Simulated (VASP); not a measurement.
# BC7 (P1) in VASP: single point with PBEsol

Aim: the single point of BC7 with PBEsol.

Program: VASP 6.6.1. These are calculated values, not measurements. Logs are shortened: lines on timing, memory, paths and dates and some standing lists are left out, and cuts for length are marked.

## Step 1: The cell of the first run

The typed cell holds 8 atoms: a = 3.601 Å, b = 3.601 Å, c = 3.601 Å, α = 90.00°, β = 90.00°, γ = 90.00°.

## Step 2: Single point, PBEsol (atoms moved at random)

INCAR reads:

```
SYSTEM = BC7
PREC = Accurate
ENCUT = 520
EDIFF = 1E-7
ISMEAR = 0
SIGMA = 0.15
LREAL = .FALSE.
LASPH = .TRUE.
NELM = 100
ALGO = Normal
ISIF = 2
LWAVE = .FALSE.
LCHARG = .FALSE.
GGA = PS
NBANDS = 26
```

KPOINTS reads:

```
regular mesh
0
G
  10 10 10
  0 0 0
```

POSCAR reads:

```
BC7
1.0
    3.6009608368      0.0000000000      0.0000000000
    0.0000000000      3.6009608368      0.0000000000
    0.0000000000      0.0000000000      3.6009608368
B C
1 7
Direct
    0.0009571875     -0.0437356954      0.0585252012
   -0.0435972805      0.4759930317      0.5602755186
    0.5054232610      0.5296129673      0.0295835341
    0.5355154118      0.0179670029      0.4570652366
    0.7150589843      0.6364621875      0.2160678873
    0.7863316474      0.3164959003      0.7612926881
    0.2720245444      0.8171556210      0.6785302583
    0.2282862440      0.2500489846      0.2386596757
```

Potentials or basis: VASP PAW PBE potentials, release 64 (B, C).

The run is started by

```bash
> cat potpaw_PBE.64/B/POTCAR potpaw_PBE.64/C/POTCAR > POTCAR
> mpirun -np 1 vasp_std > vasp.out
```

OUTCAR:

```text
SYSTEM = BC7
   PREC = Accurate
   ENCUT = 520
   EDIFF = 1E-7
   ISMEAR = 0
   LREAL = .FALSE.
   LASPH = .TRUE.
   NELM = 100
   ISIF = 2
   GGA = PS

 ion  position               nearest neighbor table
   1  0.001  0.956  0.059-   8 1.49   5 1.65   7 1.75   6 1.85
   2  0.956  0.476  0.560-   6 1.11   5 1.62   8 1.72   7 1.73
   3  0.505  0.530  0.030-   5 1.08   6 1.60   8 1.61   7 1.84
   4  0.536  0.018  0.457-   7 1.43   8 1.59   5 1.75   6 1.78
   5  0.715  0.636  0.216-   3 1.08   2 1.62   1 1.65   4 1.75   6 2.02
   6  0.786  0.316  0.761-   2 1.11   3 1.60   4 1.78   1 1.85   5 2.02
   7  0.272  0.817  0.679-   4 1.43   2 1.73   1 1.75   3 1.84
   8  0.228  0.250  0.239-   1 1.49   4 1.59   3 1.61   2 1.72

  LATTYP: Found a simple cubic cell.
 ALAT       =     3.6009608368

  Lattice vectors:

 A1 = (   3.6009608368,   0.0000000000,   0.0000000000)
 A2 = (   0.0000000000,   3.6009608368,   0.0000000000)
 A3 = (   0.0000000000,   0.0000000000,   3.6009608368)

Analysis of symmetry for initial positions (statically):
=====================================================================
 Subroutine PRICEL returns:
 Original cell was already a primitive cell.

 Routine SETGRP: Setting up the symmetry group for a
 simple cubic supercell.

 Subroutine GETGRP returns: Found  1 space group operations
 (whereof  1 operations were pure point group operations)
 out of a pool of 48 trial point group operations.

The static configuration has the point symmetry C_1 .

Analysis of symmetry for dynamics (positions and initial velocities):
=====================================================================
 Subroutine PRICEL returns:
 Original cell was already a primitive cell.

 Routine SETGRP: Setting up the symmetry group for a
 simple cubic supercell.

 Subroutine GETGRP returns: Found  1 space group operations
 (whereof  1 operations were pure point group operations)
 out of a pool of 48 trial point group operations.

The dynamic configuration has the point symmetry C_1 .

 Subroutine INISYM returns: Found  1 space group operations
 (whereof  1 operations are pure point group operations),
 and found     1 'primitive' translations

----------------------------------------------------------------------------------------

                                     Primitive cell

  volume of cell :      46.6934

  direct lattice vectors                    reciprocal lattice vectors
     3.600960837  0.000000000  0.000000000     0.277703659  0.000000000  0.000000000
     0.000000000  3.600960837  0.000000000     0.000000000  0.277703659  0.000000000
     0.000000000  0.000000000  3.600960837     0.000000000  0.000000000  0.277703659
[... 106 lines left out ...]
   PSTRESS=    0.0 pullay stress
   NELECT =      31.0000    total number of electrons
   NUPDOWN=      -1.0000    fix difference up-down
   EMIN   =  10.00;   EMAX   =-10.00  energy-range for DOS
   EFERMI =   0.00;   METHOD = LEGACY
   ISMEAR =     0;   SIGMA  =   0.15  broadening in eV -4-tet -1-fermi 0-gaus
   EFERMI_NEDOS =   21; number of points for ismear=-14 and -15
   IALGO  =     38    algorithm
   IMIX   =      4    mixing-type and parameters
     AMIX     =   0.40;   BMIX     =  1.00
     AMIX_MAG =   1.60;   BMIX_MAG =  1.00
  volume/ion in A,a.u.               =       5.84        39.39
  Fermi-wavevector in a.u.,A,eV,Ry     =   1.428160  2.698832 27.751017  2.039642
  Thomas-Fermi vector in A             =   2.548252
   LORBIT       =      0    0 simple, 1 ext, 2 COOP (PROOUT), +10 PAW based schemes
   GGA     = PS    functional components
   LHFCALC =     F    Hartree Fock is set to
   AEXX    =    0.0000 exact exchange contribution
   IVDW    =     0    specifies the selected vdW correction
   LEPSILON=     F    determine dielectric tensor
   LRPA    =     F    only Hartree local field effects (RPA)
 non-spin polarized calculation
 Gauss-broadening in eV      SIGMA  =   0.15
  energy-cutoff  :      520.00
  volume of cell :       46.69
 maximum number of plane-waves:      1328
   NGX = 13   NGY = 13   NGZ = 13

 number of electron      31.0000000 magnetization

 Free energy of the ion-electron system (eV)
  ---------------------------------------------------
  ext. energy  EPLUGINS =         0.00000000
  ---------------------------------------------------
  free energy    TOTEN  =       -57.94201019 eV

  energy without entropy =      -57.92798504  energy(sigma->0) =      -57.93499761

 E-fermi :   9.3413     XC(G=0): -13.2160

 val. band max:        9.3383639263   @ k =   0.5000  -0.3000   0.1000
 cond. band min:       9.3459162536   @ k =   0.4000   0.0000   0.3000
 fundamental gap:      0.0075523273
 Fermi energy:         9.3412878214

 k-point     1 :       0.0000    0.0000    0.0000
  band No.  band energies     occupation
      1     -12.4687      2.00000
      2      -6.7775      2.00000
      3      -5.9203      2.00000
      4      -3.0998      2.00000
      5      -2.4822      2.00000
      6      -2.0250      2.00000
[... 685 lines left out ...]
     25      19.1957      0.00000
     26      20.9694      0.00000

 [... further k-points ...]

------------------------ aborting loop because EDIFF is reached ----------------------------------------

  FORCE on cell =-STRESS in cart. coord.  units (eV):
  Direction    XX          YY          ZZ          XY          YZ          ZX
  --------------------------------------------------------------------------------------
  -------------------------------------------------------------------------------------
  Total       24.8977773     15.4711214     29.6169783     15.1625029     -0.0055656      7.1737798
  in kB      854.3109375    530.8565505   1016.2396496    520.2670070     -0.1909720    246.1520335
  external PRESSURE =     800.4690459 kB  Pullay stress =       0.0000000 kB

 VOLUME and BASIS-vectors are now :
 -----------------------------------------------------------------------------
  energy-cutoff  :      520.00
  volume of cell :       46.69
      direct lattice vectors                 reciprocal lattice vectors
     3.600960837  0.000000000  0.000000000     0.277703659  0.000000000  0.000000000
     0.000000000  3.600960837  0.000000000     0.000000000  0.277703659  0.000000000
     0.000000000  0.000000000  3.600960837     0.000000000  0.000000000  0.277703659

 POSITION                                       TOTAL-FORCE (eV/Angst)
 -----------------------------------------------------------------------------------
      0.00345      3.44347      0.21075        -0.446158      1.015363     -4.978683
      3.44397      1.71403      2.01753        18.862790     16.090058    -22.153946
      1.82001      1.90712      0.10653       -24.296057    -14.570729    -22.201981
      1.92837      0.06470      1.64587        -3.689775      0.012253      2.713772
      2.57490      2.29188      0.77805        25.869094     20.655235     21.752204
      2.83155      1.13969      2.74139       -17.360475    -19.135533     16.652375
      0.97955      2.94255      2.44336        -2.036835     -4.059995      5.607339
      0.82205      0.90042      0.85940         3.097415     -0.006651      2.608920
 -----------------------------------------------------------------------------------
    total drift:                               -0.000045     -0.000367      0.000054

  FREE ENERGIE OF THE ION-ELECTRON SYSTEM (eV)
  ---------------------------------------------------
  free  energy   TOTEN  =       -57.9420101926 eV

  energy  without entropy=      -57.9279850367  energy(sigma->0) =      -57.93499761
```

OSZICAR:

```text
N       E                     dE             d eps       ncg     rms          rms(c)
DAV:   1     0.753398182178E+02    0.75340E+02   -0.15708E+04 26208   0.113E+03
DAV:   2    -0.573901081300E+02   -0.13273E+03   -0.12313E+03 33184   0.234E+02
DAV:   3    -0.632252129836E+02   -0.58351E+01   -0.57479E+01 34572   0.438E+01
DAV:   4    -0.632825600205E+02   -0.57347E-01   -0.57221E-01 32526   0.473E+00
DAV:   5    -0.632834034299E+02   -0.84341E-03   -0.84263E-03 34264   0.509E-01    0.149E+01
DAV:   6    -0.588285867491E+02    0.44548E+01   -0.48862E+00 32216   0.170E+01    0.821E+00
DAV:   7    -0.580303573902E+02    0.79823E+00   -0.25665E+00 31008   0.980E+00    0.387E+00
DAV:   8    -0.579427138108E+02    0.87644E-01   -0.31964E-01 33220   0.345E+00    0.128E+00
DAV:   9    -0.579421592480E+02    0.55456E-03   -0.18179E-02 32294   0.901E-01    0.378E-01
DAV:  10    -0.579419873764E+02    0.17187E-03   -0.18412E-03 32166   0.300E-01    0.671E-02
DAV:  11    -0.579420077649E+02   -0.20389E-04   -0.25088E-04 32578   0.991E-02    0.297E-02
DAV:  12    -0.579420092355E+02   -0.14706E-05   -0.11175E-05 32558   0.240E-02    0.120E-02
DAV:  13    -0.579420101278E+02   -0.89232E-06   -0.20810E-06 32772   0.963E-03    0.381E-03
DAV:  14    -0.579420101926E+02   -0.64807E-07   -0.11779E-07 17400   0.238E-03
   1 F= -.57942010E+02 E0= -.57934998E+02  d E =-.140252E-01
```

It took 4.7 min on 1 thread of AMD EPYC 9R45 (Zen 5), shared host; peak memory 0.49 GiB.

Results:

| Item | Value |
| --- | --- |
| Free energy | -57.9420 eV |
| Pressure | 80.0 GPa |
| Largest force | 39.611 eV/Å |
| Band gap on the k mesh | zero (an odd number of electrons rules out a gap without spin polarisation) |

Forces in eV/Å, atoms in the order of the input:
```
B    -0.446   1.015  -4.979
C    18.863  16.090 -22.154
C   -24.296 -14.571 -22.202
C    -3.690   0.012   2.714
C    25.869  20.655  21.752
C   -17.360 -19.136  16.652
C    -2.037  -4.060   5.607
C     3.097  -0.007   2.609
```

Caveat: the cell differs from its parent crystal (atoms moved at random); the cell stands under pressure; the PAW data sets were made with another functional, which shifts forces and pressure a little.
